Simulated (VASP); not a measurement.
A run of VASP 6.6.1 is set up as follows.

INCAR

```
SYSTEM = Ti4H
PREC = Accurate
ENCUT = 520
EDIFF = 1E-6
ISMEAR = 0
SIGMA = 0.1
LREAL = .False.
LASPH = .True.
NELM = 100
ALGO = Normal
ISIF = 2
LWAVE = .False.
LCHARG = .False.
GGA = PE
NBANDS = 32
```

File KPOINTS:

```
Automatic mesh
0
Gamma
  6 6 6
  0 0 0
```

File POSCAR:

```
Ti4H
1.0
   -2.6474739471      2.6474739471      2.6474739471
    2.6474739471     -2.6474739471      2.6474739471
    2.6474739471      2.6474739471     -2.6474739471
Ti H
4 1
Direct
    0.0000000000      0.0000000000      0.5000000000
    0.0000000000      0.5000000000      0.0000000000
    0.5000000000      0.0000000000      0.0000000000
    0.5000000000      0.5000000000      0.5000000000
    0.0000000000      0.0000000000      0.0000000000
```

Potentials or basis: VASP PAW PBE potentials, release 64 (Ti_sv, H).

Run with:

```sh
$ cat potpaw_PBE.64/Ti_sv/POTCAR potpaw_PBE.64/H/POTCAR > POTCAR
$ mpirun -np 1 vasp_std > vasp.out
```

Predict the band gap on the k mesh.

zero (an odd number of electrons rules out a gap without spin polarisation).

Estimate the pressure.

0.0 GPa.
